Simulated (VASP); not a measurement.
# HfZrSe3 (R-3) in VASP: a series of runs

The runs below take HfZrSe3 through single point, with PBE.

All numbers are computed with VASP 6.6.1; they aren't measurements. Logs are shortened: lines on timing, memory, paths and dates and some standing lists are left out, and cuts for length are marked.

## (1) The cell of the first run

It takes space group R-3 (No. 148, trigonal). Conventional cell: a = 6.484 Å, b = 6.484 Å, c = 19.436 Å, α = 90.00°, β = 90.00°, γ = 120.00°. Within 3.8 Å of Zr (site symmetry -3) lie 6 Se at 2.72 Å and 6 Hf at 3.74 Å. Within 3.6 Å of Zr (site symmetry -3) lie 6 Se at 2.71 Å and 2 Hf at 3.19 Å. Hf (site symmetry 3) has 6 Se at 2.72 to 2.73 Å and 4 Zr at 3.19 to 3.74 Å and 3 Hf at 3.74 Å within 3.8 Å. Within 4.0 Å of Se (site symmetry 1) lie 2 Zr at 2.71 to 2.72 Å and 2 Hf at 2.72 to 2.73 Å and 12 Se at 3.68 to 3.96 Å.

## (2) Single point, PBE

Input file INCAR:

```
PREC     = Accurate       # precision mode
ENCUT    = 520            # plane-wave cutoff, eV
EDIFF    = 1E-6           # SCF threshold, eV
ISMEAR   = 0              # smearing method
SIGMA    = 0.1            # smearing width, eV
LREAL    = False          # projectors in reciprocal space
LASPH    = True           # aspherical terms in the spheres
NELM     = 80             # most SCF steps
ALGO     = Normal         # electronic algorithm
ISIF     = 2              # what is computed and relaxed
LWAVE    = False          # write WAVECAR
LCHARG   = False          # write CHGCAR
GGA      = PE             # functional
NBANDS   = 51             # bands
```

Input file KPOINTS:

```
Automatic mesh
0
Gamma
  6 6 6
```

Input file POSCAR:

```
HfZrSe3
1.0
    3.2417900779      1.8716483741      6.4788116175
   -3.2417900779      1.8716483741      6.4788116175
    0.0000000000     -3.7432967482      6.4788116175
Zr Hf Se
2 2 6
Direct
    0.0000000000      0.0000000000      0.0000000000
    0.5000000000      0.5000000000      0.5000000000
    0.6641372391      0.6641372391      0.6641372391
    0.3358627609      0.3358627609      0.3358627609
    0.0770238410      0.4215211215      0.7569142007
    0.4215211215      0.7569142007      0.0770238410
    0.7569142007      0.0770238410      0.4215211215
    0.9229761590      0.5784788785      0.2430857993
    0.5784788785      0.2430857993      0.9229761590
    0.2430857993      0.9229761590      0.5784788785
```

Potentials or basis: VASP PAW PBE potentials, release 64 (Zr_sv, Hf_pv, Se).

Run with:

```sh
$ cat potpaw_PBE.64/Zr_sv/POTCAR potpaw_PBE.64/Hf_pv/POTCAR potpaw_PBE.64/Se/POTCAR > POTCAR
$ mpirun -np 1 vasp_std > vasp.out
```

OUTCAR:

```text
PREC = Accurate
   ENCUT = 520
   EDIFF = 1E-6
   ISMEAR = 0
   LREAL = False
   LASPH = True
   NELM = 80
   ISIF = 2
   GGA = PE

 ion  position               nearest neighbor table
   1  0.000  0.000  0.000-   7 2.72  10 2.72   8 2.72   5 2.72   9 2.72   6 2.72   3 3.74   4 3.74
                             3 3.74   3 3.74   4 3.74   4 3.74
   2  0.500  0.500  0.500-   6 2.71   9 2.71   8 2.71   5 2.71   7 2.71  10 2.71   3 3.19   4 3.19

   3  0.664  0.664  0.664-   7 2.72   6 2.72   5 2.72   9 2.73   8 2.73  10 2.73   2 3.19   1 3.74
                             1 3.74   1 3.74   4 3.74   4 3.74   4 3.74
   4  0.336  0.336  0.336-  10 2.72   9 2.72   8 2.72   6 2.73   5 2.73   7 2.73   2 3.19   1 3.74
                             1 3.74   1 3.74   3 3.74   3 3.74   3 3.74
   5  0.077  0.422  0.757-   2 2.71   1 2.72   3 2.72   4 2.73
   6  0.422  0.757  0.077-   2 2.71   1 2.72   3 2.72   4 2.73
   7  0.757  0.077  0.422-   2 2.71   1 2.72   3 2.72   4 2.73
   8  0.923  0.578  0.243-   2 2.71   1 2.72   4 2.72   3 2.73
   9  0.578  0.243  0.923-   2 2.71   1 2.72   4 2.72   3 2.73
  10  0.243  0.923  0.578-   2 2.71   1 2.72   4 2.72   3 2.73

  LATTYP: Found a trigonal (rhomboedric) cell.
 ALAT       =     7.4824642011
 COS(alpha) =     0.6245859885

  Lattice vectors:

 A1 = (   3.2417900779,   1.8716483741,   6.4788116175)
 A2 = (  -3.2417900779,   1.8716483741,   6.4788116175)
 A3 = (   0.0000000000,  -3.7432967482,   6.4788116175)

Analysis of symmetry for initial positions (statically):
=====================================================================
 Subroutine PRICEL returns:
 Original cell was already a primitive cell.

 Routine SETGRP: Setting up the symmetry group for a
 trigonal (rhombohedral) supercell.

 Subroutine GETGRP returns: Found  6 space group operations
 (whereof  6 operations were pure point group operations)
 out of a pool of 12 trial point group operations.

The static configuration has the point symmetry S_6 .

Analysis of symmetry for dynamics (positions and initial velocities):
=====================================================================
 Subroutine PRICEL returns:
 Original cell was already a primitive cell.

 Routine SETGRP: Setting up the symmetry group for a
 trigonal (rhombohedral) supercell.

 Subroutine GETGRP returns: Found  6 space group operations
 (whereof  6 operations were pure point group operations)
 out of a pool of 12 trial point group operations.

The dynamic configuration has the point symmetry S_6 .

 Subroutine INISYM returns: Found  6 space group operations
 (whereof  6 operations are pure point group operations),
 and found     1 'primitive' translations

----------------------------------------------------------------------------------------

                                     Primitive cell

  volume of cell :     235.8608

  direct lattice vectors                    reciprocal lattice vectors
     3.241790078  1.871648374  6.478811617     0.154235773  0.089048065  0.051449765
    -3.241790078  1.871648374  6.478811617    -0.154235773  0.089048065  0.051449765
     0.000000000 -3.743296748  6.478811617     0.000000000 -0.178096131  0.051449765

  length of vectors
     7.482464201  7.482464201  7.482464201     0.185378828  0.185378828  0.185378828

  position of ions in fractional coordinates (direct lattice)
     0.000000000  0.000000000  0.000000000
     0.500000000  0.500000000  0.500000000
     0.664137239  0.664137239  0.664137239
     0.335862761  0.335862761  0.335862761
     0.077023841  0.421521121  0.756914201
     0.421521121  0.756914201  0.077023841
     0.756914201  0.077023841  0.421521121
     0.922976159  0.578478879  0.243085799
     0.578478879  0.243085799  0.922976159
     0.243085799  0.922976159  0.578478879

  ion indices of the primitive-cell ions
   primitive index   ion index
                 1           1
                 2           2
                 3           3
                 4           4
                 5           5
                 6           6
                 7           7
                 8           8
                 9           9
                10          10

----------------------------------------------------------------------------------------

 KPOINTS: Automatic mesh

Automatic generation of k-mesh.
 Grid dimensions read from file:
 generate k-points for:    6    6    6

 Generating k-lattice:

  Cartesian coordinates                     Fractional coordinates (reciprocal lattice)
     0.025705962  0.014841344  0.008574961     0.166666667 -0.000000000 -0.000000000
    -0.025705962  0.014841344  0.008574961    -0.000000000  0.166666667 -0.000000000
     0.000000000 -0.029682688  0.008574961    -0.000000000 -0.000000000  0.166666667

  Length of vectors
     0.030896471  0.030896471  0.030896471

  Shift w.r.t. Gamma in fractional coordinates (k-lattice)
     0.000000000  0.000000000  0.000000000

 Subroutine IBZKPT returns following result:
 ===========================================

 Found     40 irreducible k-points:

 Following reciprocal coordinates:
            Coordinates               Weight
  0.000000  0.000000  0.000000      1.000000
  0.166667  0.000000 -0.000000      6.000000
  0.333333 -0.000000 -0.000000      6.000000
  0.500000  0.000000 -0.000000      3.000000
  0.166667  0.166667 -0.000000      6.000000
  0.333333  0.166667 -0.000000      6.000000
[... 16 lines left out ...]
  0.333333  0.333333  0.166667      6.000000
  0.500000  0.333333  0.166667      6.000000
 [... further k-points ...]
   k-points           NKPTS =     40   k-points in BZ     NKDIM =     40   number of bands    NBANDS=     51
   number of dos      NEDOS =    301   number of ions     NIONS =     10
   total plane-waves  NPLWV = 175616
   dimension x,y,z NGX =    56 NGY =   56 NGZ =   56
   dimension x,y,z NGXF=   112 NGYF=  112 NGZF=  112
   ions per type =               2   2   6
   NGX,Y,Z   is equivalent  to a cutoff of  12.44, 12.44, 12.44 a.u.
   NGXF,Y,Z  is equivalent  to a cutoff of  24.88, 24.88, 24.88 a.u.
 SYSTEM =  unknown system
   PREC   = accura    normal or accurate (medium, high low for compatibility)
   ISTART =      0    job   : 0-new  1-cont  2-samecut
   ICHARG =      2    charge: 1-file 2-atom 10-const
   ISPIN  =      1    spin polarized calculation?
   LNONCOLLINEAR =      F non collinear calculations
   LSORBIT =      F    spin-orbit coupling
   LASPH  =      T    aspherical Exc in radial PAW
   ENCUT  =  520.0 eV  38.22 Ry    6.18 a.u.  13.91 13.91 13.91*2*pi/ulx,y,z
   NELM   =     80;   NELMIN=  2; NELMDL= -5     # of ELM steps
   EDIFF  = 0.1E-05   stopping-criterion for ELM
   LREAL  =      F    real-space projection
   EDIFFG = 0.1E-04   stopping-criterion for IOM
   NSW    =      0    number of steps for IOM
   IBRION =     -1    ionic relax: 0-MD 1-quasi-New 2-CG
   NFREE  =      0    steps in history (QN), initial steepest desc. (CG)
   ISIF   =      2    stress and relaxation
   ISYM   =      2    0-nonsym 1-usesym 2-fastsym
   POTIM  = 0.5000    time-step for ionic-motion
   TEBEG  =    0.0;   TEEND  =   0.0 temperature during run
   PSTRESS=    0.0 pullay stress
   NELECT =      80.0000    total number of electrons
   NUPDOWN=      -1.0000    fix difference up-down
   EMIN   =  10.00;   EMAX   =-10.00  energy-range for DOS
   EFERMI =   0.00;   METHOD = LEGACY
   ISMEAR =     0;   SIGMA  =   0.10  broadening in eV -4-tet -1-fermi 0-gaus
   EFERMI_NEDOS =   21; number of points for ismear=-14 and -15
   IALGO  =     38    algorithm
   IMIX   =      4    mixing-type and parameters
     AMIX     =   0.40;   BMIX     =  1.00
     AMIX_MAG =   1.60;   BMIX_MAG =  1.00
  volume/ion in A,a.u.               =      23.59       159.17
  Fermi-wavevector in a.u.,A,eV,Ry     =   1.141702  2.157505 17.734981  1.303484
  Thomas-Fermi vector in A             =   2.278402
   LORBIT       =      0    0 simple, 1 ext, 2 COOP (PROOUT), +10 PAW based schemes
   GGA     = PE    functional components
   LHFCALC =     F    Hartree Fock is set to
   AEXX    =    0.0000 exact exchange contribution
   IVDW    =     0    specifies the selected vdW correction
   LEPSILON=     F    determine dielectric tensor
   LRPA    =     F    only Hartree local field effects (RPA)
 non-spin polarized calculation
 Gauss-broadening in eV      SIGMA  =   0.10
  energy-cutoff  :      520.00
  volume of cell :      235.86
 maximum number of plane-waves:      6382
   NGX = 27   NGY = 27   NGZ = 27

 number of electron      79.9999999 magnetization

 Free energy of the ion-electron system (eV)
  ---------------------------------------------------
  ext. energy  EPLUGINS =         0.00000000
  ---------------------------------------------------
  free energy    TOTEN  =       -71.01818193 eV

  energy without entropy =      -70.99150446  energy(sigma->0) =      -71.00484319

 E-fermi :   5.6430     XC(G=0): -10.0100

 val. band max:        5.6380008952   @ k =  -0.3333   0.3333   0.3333
 cond. band min:       5.6473320191   @ k =  -0.3333   0.3333   0.1667
 fundamental gap:      0.0093311240
 Fermi energy:         5.6429710312

 k-point     1 :       0.0000    0.0000    0.0000
  band No.  band energies     occupation
      1     -44.2913      2.00000
      2     -44.1564      2.00000
      3     -26.1509      2.00000
      4     -26.1509      2.00000
      5     -26.0913      2.00000
      6     -26.0913      2.00000
[... 43 lines left out ...]
     50       8.1787      0.00000
     51       8.2482      0.00000

 k-point     2 :       0.1667    0.0000   -0.0000
  band No.  band energies     occupation
      1     -44.2913      2.00000
      2     -44.1564      2.00000
      3     -26.1525      2.00000
      4     -26.1482      2.00000
      5     -26.0940      2.00000
      6     -26.0898      2.00000
[... 43 lines left out ...]
     50       8.0941      0.00000
     51       8.1457      0.00000

 k-point     3 :       0.3333   -0.0000   -0.0000
  band No.  band energies     occupation
      1     -44.2913      2.00000
      2     -44.1564      2.00000
      3     -26.1554      2.00000
      4     -26.1412      2.00000
      5     -26.1009      2.00000
      6     -26.0869      2.00000
[... 43 lines left out ...]
     50       8.2007      0.00000
     51       8.3131      0.00000
[... 1027 lines left out ...]
 k-point    23 :       0.3333    0.3333    0.1667
  band No.  band energies     occupation
      1     -44.2913      2.00000
      2     -44.1564      2.00000
      3     -26.1526      2.00000
      4     -26.1482      2.00000
      5     -26.0940      2.00000
      6     -26.0897      2.00000
[... 43 lines left out ...]
     50       8.0797      0.00000
     51       8.1337      0.00000

 k-point    24 :       0.5000    0.3333    0.1667
  band No.  band energies     occupation
      1     -44.2913      2.00000
      2     -44.1564      2.00000
      3     -26.1551      2.00000
      4     -26.1427      2.00000
      5     -26.0997      2.00000
      6     -26.0871      2.00000
[... 43 lines left out ...]
     50       8.2372      0.00000
     51       8.4200      0.00000

 [... further k-points ...]

------------------------ aborting loop because EDIFF is reached ----------------------------------------

  FORCE on cell =-STRESS in cart. coord.  units (eV):
  Direction    XX          YY          ZZ          XY          YZ          ZX
  --------------------------------------------------------------------------------------
  -------------------------------------------------------------------------------------
  Total       -0.1469235     -0.1469235     -0.2120347      0.0000001      0.0000000      0.0000000
  in kB       -0.9980359     -0.9980359     -1.4403291      0.0000009      0.0000000      0.0000000
  external PRESSURE =      -1.1454670 kB  Pullay stress =       0.0000000 kB

 VOLUME and BASIS-vectors are now :
 -----------------------------------------------------------------------------
  energy-cutoff  :      520.00
  volume of cell :      235.86
      direct lattice vectors                 reciprocal lattice vectors
     3.241790078  1.871648374  6.478811617     0.154235773  0.089048065  0.051449765
    -3.241790078  1.871648374  6.478811617    -0.154235773  0.089048065  0.051449765
     0.000000000 -3.743296748  6.478811617     0.000000000 -0.178096131  0.051449765

 POSITION                                       TOTAL-FORCE (eV/Angst)
 -----------------------------------------------------------------------------------
      0.00000      0.00000      0.00000         0.000000      0.000000     -0.000000
      0.00000      0.00000      9.71822         0.000000      0.000000     -0.000000
      0.00000      0.00000     12.90846         0.000000      0.000000     -0.002833
      0.00000      0.00000      6.52797         0.000000      0.000000      0.002833
     -1.11679     -1.90025      8.13388        -0.013186      0.014438     -0.023679
     -1.08727      1.91729      8.13388         0.019097      0.004200     -0.023679
      2.20406     -0.01704      8.13388        -0.005911     -0.018638     -0.023679
      1.11679      1.90025     11.30255         0.013186     -0.014438      0.023679
      1.08727     -1.91729     11.30255        -0.019097     -0.004200      0.023679
     -2.20406      0.01704     11.30255         0.005911      0.018638      0.023679
 -----------------------------------------------------------------------------------
    total drift:                                0.000000      0.000000     -0.000000

  FREE ENERGIE OF THE ION-ELECTRON SYSTEM (eV)
  ---------------------------------------------------
  free  energy   TOTEN  =       -71.0181819264 eV

  energy  without entropy=      -70.9915044602  energy(sigma->0) =      -71.00484319
```

Run time: 9.9 min. Hardware: 1 thread of AMD EPYC 9R14 (Zen 4), shared host; peak memory 0.67 GiB.

Results:

| Quantity | Value |
| --- | --- |
| Free energy | -71.0182 eV |
| Pressure | -0.1 GPa |
| Largest force | 0.031 eV/Å |
| Band gap on the k mesh | zero (bands 40 and 41 overlap by 1.07 eV) |

Forces in eV/Å, atoms in the order of the input:
```
Zr   0.000  0.000  0.000
Zr   0.000  0.000  0.000
Hf   0.000  0.000 -0.003
Hf   0.000  0.000  0.003
Se  -0.013  0.014 -0.024
Se   0.019  0.004 -0.024
Se  -0.006 -0.019 -0.024
Se   0.013 -0.014  0.024
Se  -0.019 -0.004  0.024
Se   0.006  0.019  0.024
```

Levels at points of the mesh, in eV from the Fermi level:
| k point | band 37 | band 38 | band 39 | band 40 | band 41 | band 42 | band 43 | band 44 |
| --- | --- | --- | --- | --- | --- | --- | --- | --- |
| (0.00, 0.00, 0.00) | -1.29 | -1.29 | -0.98 | -0.04 | -0.04 | 0.53 | 0.53 | 1.31 |
| (0.50, 0.00, 0.00) | -2.28 | -2.21 | -0.74 | -0.68 | 0.45 | 0.59 | 0.82 | 0.88 |
| (0.50, 0.50, 0.00) | -2.66 | -2.41 | -1.14 | -0.22 | 0.16 | 0.59 | 0.64 | 0.88 |
| (0.50, 0.50, 0.50) | -1.91 | -1.91 | 0.33 | 0.62 | 0.62 | 0.68 | 0.68 | 0.71 |

Caveat: spin-orbit coupling is left out, which moves the levels of the heavy elements.

(Part 1 of 2 ends here.)
